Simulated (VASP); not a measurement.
# Sr (Im-3m) in VASP: a series of runs

The runs below take Sr through single point, with PBE.

Program: VASP 6.6.1. These are calculated values, not measurements. Logs are shortened: lines on timing, memory, paths and dates and some standing lists are left out, and cuts for length are marked.

### 1 The cell of the first run

Symmetry: Im-3m, No. 229, cubic system. Conventional cell: a = 4.638 Å, b = 4.638 Å, c = 4.638 Å, α = 90.00°, β = 90.00°, γ = 90.00°. Sr (site symmetry m-3m) has 14 Sr at 4.02 to 4.64 Å within 5.3 Å.

### 2 Single point, PBE (volume scaled by 0.92)

INCAR

```
SYSTEM = Sr
ALGO = Normal ; EDIFF = 1E-7
ENCUT = 520 ; GGA = PE
ISIF = 2 ; ISMEAR = -1
LASPH = .True. ; LCHARG = .False.
LREAL = .False. ; LWAVE = .False.
NBANDS = 11 ; NELM = 100
PREC = Accurate ; SIGMA = 0.1
```

KPOINTS

```
k-points
0
Gamma
  15 15 15
  0 0 0
```

POSCAR

```
Sr
1.0
   -2.3192447890      2.3192447890      2.3192447890
    2.3192447890     -2.3192447890      2.3192447890
    2.3192447890      2.3192447890     -2.3192447890
Sr
1
Direct
    0.0000000000      0.0000000000      0.0000000000
```

Potentials or basis: VASP PAW PBE potentials, release 64 (Sr_sv).

Started as:

```sh
> cat potpaw_PBE.64/Sr_sv/POTCAR > POTCAR
> mpirun -np 1 vasp_std > vasp.out
```

OUTCAR:

```text
SYSTEM = Sr
   EDIFF = 1E-7
   ENCUT = 520
   GGA = PE
   ISIF = 2
   ISMEAR = -1
   LASPH = .True.
   LREAL = .False.
   NELM = 100
   PREC = Accurate

 ion  position               nearest neighbor table
   1  0.000  0.000  0.000-

  LATTYP: Found a body centered cubic cell.
 ALAT       =     4.6384895780

  Lattice vectors:

 A1 = (  -2.3192447890,   2.3192447890,   2.3192447890)
 A2 = (   2.3192447890,  -2.3192447890,   2.3192447890)
 A3 = (   2.3192447890,   2.3192447890,  -2.3192447890)

Analysis of symmetry for initial positions (statically):
=====================================================================
 Subroutine PRICEL returns:
 Original cell was already a primitive cell.

 Routine SETGRP: Setting up the symmetry group for a
 body centered cubic supercell.

 Subroutine GETGRP returns: Found 48 space group operations
 (whereof 48 operations were pure point group operations)
 out of a pool of 48 trial point group operations.

The static configuration has the point symmetry O_h .

Analysis of symmetry for dynamics (positions and initial velocities):
=====================================================================
 Subroutine PRICEL returns:
 Original cell was already a primitive cell.

 Routine SETGRP: Setting up the symmetry group for a
 body centered cubic supercell.

 Subroutine GETGRP returns: Found 48 space group operations
 (whereof 48 operations were pure point group operations)
 out of a pool of 48 trial point group operations.

The dynamic configuration has the point symmetry O_h .

 Subroutine INISYM returns: Found 48 space group operations
 (whereof 48 operations are pure point group operations),
 and found     1 'primitive' translations

----------------------------------------------------------------------------------------

                                     Primitive cell

  volume of cell :      49.8999

  direct lattice vectors                    reciprocal lattice vectors
    -2.319244789  2.319244789  2.319244789     0.000000000  0.215587420  0.215587420
     2.319244789 -2.319244789  2.319244789     0.215587420  0.000000000  0.215587420
     2.319244789  2.319244789 -2.319244789     0.215587420  0.215587420  0.000000000

  length of vectors
     4.017049810  4.017049810  4.017049810     0.304886653  0.304886653  0.304886653

  position of ions in fractional coordinates (direct lattice)
     0.000000000  0.000000000  0.000000000

  ion indices of the primitive-cell ions
   primitive index   ion index
                 1           1

----------------------------------------------------------------------------------------

 KPOINTS: k-points

Automatic generation of k-mesh.
 Grid dimensions read from file:
 generate k-points for:   15   15   15

 Generating k-lattice:

  Cartesian coordinates                     Fractional coordinates (reciprocal lattice)
     0.000000000  0.014372495  0.014372495     0.066666667  0.000000000  0.000000000
     0.014372495  0.000000000  0.014372495     0.000000000  0.066666667  0.000000000
     0.014372495  0.014372495  0.000000000     0.000000000  0.000000000  0.066666667

  Length of vectors
     0.020325777  0.020325777  0.020325777

  Shift w.r.t. Gamma in fractional coordinates (k-lattice)
     0.000000000  0.000000000  0.000000000

 Subroutine IBZKPT returns following result:
 ===========================================

 Found    120 irreducible k-points:

 Following reciprocal coordinates:
            Coordinates               Weight
  0.000000  0.000000  0.000000      1.000000
  0.066667  0.000000  0.000000     12.000000
  0.133333  0.000000  0.000000     12.000000
  0.200000  0.000000  0.000000     12.000000
  0.266667  0.000000  0.000000     12.000000
  0.333333  0.000000  0.000000     12.000000
[... 16 lines left out ...]
  0.333333  0.200000  0.000000     48.000000
  0.400000  0.200000 -0.000000     24.000000
 [... further k-points ...]
   k-points           NKPTS =    120   k-points in BZ     NKDIM =    120   number of bands    NBANDS=     11
   number of dos      NEDOS =    301   number of ions     NIONS =      1
   total plane-waves  NPLWV =  27000
   dimension x,y,z NGX =    30 NGY =   30 NGZ =   30
   dimension x,y,z NGXF=    60 NGYF=   60 NGZF=   60
   ions per type =               1
   NGX,Y,Z   is equivalent  to a cutoff of  12.42, 12.42, 12.42 a.u.
   NGXF,Y,Z  is equivalent  to a cutoff of  24.83, 24.83, 24.83 a.u.
 SYSTEM =  Sr
   PREC   = accura    normal or accurate (medium, high low for compatibility)
   ISTART =      0    job   : 0-new  1-cont  2-samecut
   ICHARG =      2    charge: 1-file 2-atom 10-const
   ISPIN  =      1    spin polarized calculation?
   LNONCOLLINEAR =      F non collinear calculations
   LSORBIT =      F    spin-orbit coupling
   LASPH  =      T    aspherical Exc in radial PAW
   ENCUT  =  520.0 eV  38.22 Ry    6.18 a.u.   7.47  7.47  7.47*2*pi/ulx,y,z
   NELM   =    100;   NELMIN=  2; NELMDL= -5     # of ELM steps
   EDIFF  = 0.1E-06   stopping-criterion for ELM
   LREAL  =      F    real-space projection
   EDIFFG = 0.1E-05   stopping-criterion for IOM
   NSW    =      0    number of steps for IOM
   IBRION =     -1    ionic relax: 0-MD 1-quasi-New 2-CG
   NFREE  =      0    steps in history (QN), initial steepest desc. (CG)
   ISIF   =      2    stress and relaxation
   ISYM   =      2    0-nonsym 1-usesym 2-fastsym
   POTIM  = 0.5000    time-step for ionic-motion
   TEBEG  =    0.0;   TEEND  =   0.0 temperature during run
   PSTRESS=    0.0 pullay stress
   NELECT =      10.0000    total number of electrons
   NUPDOWN=      -1.0000    fix difference up-down
   EMIN   =  10.00;   EMAX   =-10.00  energy-range for DOS
   EFERMI =   0.00;   METHOD = LEGACY
   ISMEAR =    -1;   SIGMA  =   0.10  broadening in eV -4-tet -1-fermi 0-gaus
   EFERMI_NEDOS =   21; number of points for ismear=-14 and -15
   IALGO  =     38    algorithm
   IMIX   =      4    mixing-type and parameters
     AMIX     =   0.40;   BMIX     =  1.00
     AMIX_MAG =   1.60;   BMIX_MAG =  1.00
  volume/ion in A,a.u.               =      49.90       336.74
  Fermi-wavevector in a.u.,A,eV,Ry     =   0.958021  1.810397 12.487478  0.917804
  Thomas-Fermi vector in A             =   2.087091
   LORBIT       =      0    0 simple, 1 ext, 2 COOP (PROOUT), +10 PAW based schemes
   GGA     = PE    functional components
   LHFCALC =     F    Hartree Fock is set to
   AEXX    =    0.0000 exact exchange contribution
   IVDW    =     0    specifies the selected vdW correction
   LEPSILON=     F    determine dielectric tensor
   LRPA    =     F    only Hartree local field effects (RPA)
 non-spin polarized calculation
  energy-cutoff  :      520.00
  volume of cell :       49.90
 maximum number of plane-waves:      1409
 NGX is ok and might be reduce to    30
   NGX = 15   NGY = 15   NGZ = 15

 number of electron      10.0000000 magnetization

 Free energy of the ion-electron system (eV)
  ---------------------------------------------------
  ext. energy  EPLUGINS =         0.00000000
  ---------------------------------------------------
  free energy    TOTEN  =        -1.63775147 eV

  energy without entropy =       -1.59877036  energy(sigma->0) =       -1.61826092

 E-fermi :   1.8973     XC(G=0):  -7.6485

 val. band max:        1.8972435776   @ k =  -0.4667   0.4667   0.3333
 cond. band min:       1.8999367201   @ k =  -0.4000   0.4000   0.4000
 fundamental gap:      0.0026931425
 Fermi energy:         1.8973409113

 k-point     1 :       0.0000    0.0000    0.0000
  band No.  band energies     occupation
      1     -34.4977      2.00000
      2     -16.3620      2.00000
      3     -16.3620      2.00000
      4     -16.3620      2.00000
      5      -1.8556      2.00000
      6       4.4229      0.00000
      7       4.4229      0.00000
      8       4.4229      0.00000
      9       5.8605      0.00000
     10       5.8605      0.00000
     11      10.3741      0.00000

 k-point     2 :       0.0667    0.0000    0.0000
  band No.  band energies     occupation
      1     -34.4967      2.00000
      2     -16.3745      2.00000
      3     -16.3659      2.00000
      4     -16.3620      2.00000
      5      -1.7719      2.00000
      6       4.3456      0.00000
      7       4.3735      0.00000
      8       4.5050      0.00000
      9       5.7371      0.00000
     10       5.8546      0.00000
     11      10.4688      0.00000

 k-point     3 :       0.1333    0.0000    0.0000
  band No.  band energies     occupation
      1     -34.4937      2.00000
      2     -16.4097      2.00000
      3     -16.3772      2.00000
      4     -16.3621      2.00000
      5      -1.5271      2.00000
      6       4.1441      0.00000
      7       4.1675      0.00000
      8       4.7492      0.00000
      9       5.5538      0.00000
     10       5.8490      0.00000
     11      10.6673      0.00000

 k-point     4 :       0.2000    0.0000    0.0000
  band No.  band energies     occupation
      1     -34.4894      2.00000
      2     -16.4608      2.00000
      3     -16.3936      2.00000
      4     -16.3622      2.00000
      5      -1.1393      2.00000
      6       3.7725      0.00000
      7       3.8828      0.00000
      8       5.1483      0.00000
      9       5.5314      0.00000
     10       5.8709      0.00000
     11      10.6323      0.00000
[... 239 lines left out ...]
 k-point    22 :       0.2667    0.2000    0.0000
  band No.  band energies     occupation
      1     -34.4750      2.00000
      2     -16.5873      2.00000
      3     -16.4626      2.00000
      4     -16.3873      2.00000
      5       0.6465      1.99999
      6       2.5908      0.00194
      7       3.0789      0.00001
      8       5.5865      0.00000
      9       6.2557      0.00000
     10       7.0246      0.00000
     11       8.4714      0.00000

 k-point    23 :       0.3333    0.2000    0.0000
  band No.  band energies     occupation
      1     -34.4727      2.00000
      2     -16.6012      2.00000
      3     -16.4828      2.00000
      4     -16.3890      2.00000
      5       1.1578      1.99877
      6       2.3435      0.02282
      7       2.9253      0.00007
      8       5.6331      0.00000
      9       6.2774      0.00000
     10       7.4213      0.00000
     11       8.0819      0.00000

 k-point    24 :       0.4000    0.2000   -0.0000
  band No.  band energies     occupation
      1     -34.4718      2.00000
      2     -16.6056      2.00000
      3     -16.4905      2.00000
      4     -16.3895      2.00000
      5       1.4107      1.98472
      6       2.2094      0.08450
      7       2.8606      0.00013
      8       5.6021      0.00000
      9       6.3690      0.00000
     10       7.3849      0.00000
     11       8.1430      0.00000

 [... further k-points ...]

------------------------ aborting loop because EDIFF is reached ----------------------------------------

  FORCE on cell =-STRESS in cart. coord.  units (eV):
  Direction    XX          YY          ZZ          XY          YZ          ZX
  --------------------------------------------------------------------------------------
  -------------------------------------------------------------------------------------
  Total        0.3485080      0.3485080      0.3485080      0.0000000      0.0000000     -0.0000000
  in kB       11.1898326     11.1898326     11.1898326      0.0000000      0.0000000     -0.0000000
  external PRESSURE =      11.1898326 kB  Pullay stress =       0.0000000 kB

 VOLUME and BASIS-vectors are now :
 -----------------------------------------------------------------------------
  energy-cutoff  :      520.00
  volume of cell :       49.90
      direct lattice vectors                 reciprocal lattice vectors
    -2.319244789  2.319244789  2.319244789     0.000000000  0.215587420  0.215587420
     2.319244789 -2.319244789  2.319244789     0.215587420  0.000000000  0.215587420
     2.319244789  2.319244789 -2.319244789     0.215587420  0.215587420  0.000000000

 POSITION                                       TOTAL-FORCE (eV/Angst)
 -----------------------------------------------------------------------------------
      0.00000      0.00000      0.00000         0.000000     -0.000000      0.000000
 -----------------------------------------------------------------------------------
    total drift:                               -0.000000     -0.000000      0.000000

  FREE ENERGIE OF THE ION-ELECTRON SYSTEM (eV)
  ---------------------------------------------------
  free  energy   TOTEN  =        -1.6377514739 eV

  energy  without entropy=       -1.5987703621  energy(sigma->0) =       -1.61826092
```

Wall time 27 s (1 thread of Intel Xeon Platinum 8559C (Emerald Rapids), shared host); peak memory 0.2 GiB.

What came out:

```
Free energy            : -1.6378 eV
Pressure               : 1.1 GPa
Band gap on the k mesh : zero (band 5 reaches 2.28 eV, above the bottom of band 6 at 1.68 eV)
```

Levels at points of the mesh, in eV from the Fermi level:
| k point | band 3 | band 4 | band 5 | band 6 | band 7 | band 8 |
| --- | --- | --- | --- | --- | --- | --- |
| (0.00, 0.00, 0.00) | -18.26 | -18.26 | -3.75 | 2.53 | 2.53 | 2.53 |

### 3 Single point, PBE (volume scaled by 0.96)

INCAR

```
SYSTEM = Sr
ALGO = Normal ; EDIFF = 1E-7
ENCUT = 520 ; GGA = PE
ISIF = 2 ; ISMEAR = -1
LASPH = .True. ; LCHARG = .True.
LELF = .True. ; LREAL = .False.
LVHAR = .True. ; LWAVE = .False.
NBANDS = 11 ; NELM = 100
PREC = Accurate ; SIGMA = 0.1
```

KPOINTS is that of step 2.

POSCAR

```
Sr
1.0
   -2.3523813344      2.3523813344      2.3523813344
    2.3523813344     -2.3523813344      2.3523813344
    2.3523813344      2.3523813344     -2.3523813344
Sr
1
Direct
    0.0000000000      0.0000000000      0.0000000000
```

Potentials or basis: VASP PAW PBE potentials, release 64 (Sr_sv).

Started as:

```sh
> cat potpaw_PBE.64/Sr_sv/POTCAR > POTCAR
> mpirun -np 1 vasp_std > vasp.out
```

It took 28 s on 1 thread of Intel Xeon Platinum 8559C (Emerald Rapids), shared host; peak memory 0.21 GiB.

It converged, with:

```
Free energy            : -1.6488 eV
Pressure               : 0.5 GPa
Band gap on the k mesh : zero (band 5 reaches 2.10 eV, above the bottom of band 6 at 1.59 eV)
```

Levels at points of the mesh, in eV from the Fermi level:
| k point | band 3 | band 4 | band 5 | band 6 | band 7 | band 8 |
| --- | --- | --- | --- | --- | --- | --- |
| (0.00, 0.00, 0.00) | -18.36 | -18.36 | -3.70 | 2.47 | 2.47 | 2.47 |

(Continued in part 2 of 2.)
